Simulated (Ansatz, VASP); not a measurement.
# TiAl3N4: VASP beside Ansatz

```
Ti Al N
1.0
     3.30668    0.00000    0.00000
     0.00000    3.30668    0.00000
     0.00000    0.00000    9.35269
Ti Al N
1 3 4
Direct
  0.00000 0.00000 0.50000
  0.00000 0.00000 0.00000
  0.50000 0.50000 0.25000
  0.50000 0.50000 0.75000
  0.00000 0.00000 0.25000
  0.50000 0.50000 0.50000
  0.00000 0.00000 0.75000
  0.50000 0.50000 0.00000
```

Alike in both runs: task single point; functional PBE; k mesh 6 × 6 × 2; occupations gaussian, width 0.1 eV; collinear spin.

|  | VASP | Ansatz |
| --- | --- | --- |
| version | VASP 6.6.1 | Ansatz 0.2.0 |
| potentials or method | VASP PAW PBE potentials, release 64 (Ti_sv, Al, N), cutoff 520 eV | scalar-relativistic, plane waves, PAW |
| valence electrons in the cell | 41 | 41 |

|  | VASP | Ansatz | Ansatz less VASP |
| --- | --- | --- | --- |
| gap on the k mesh at the Fermi level (eV) | none | none | - |
| rms of the force components (eV/Å) | 0.096 | 0.094 | -0.0020 |
| net moment per atom (μB) | 0.06 | 0.06 | 0.000 |
| size of the moment on the site where the two differ most (μB) | 0.42 | 0.37 | -0.045 |

Site moments also hang on the region over which each program counts them. Atom by atom the forces differ by 0.002 eV/Å (rms over components). A gap of «none» marks a metal or a gap that the smearing closes.
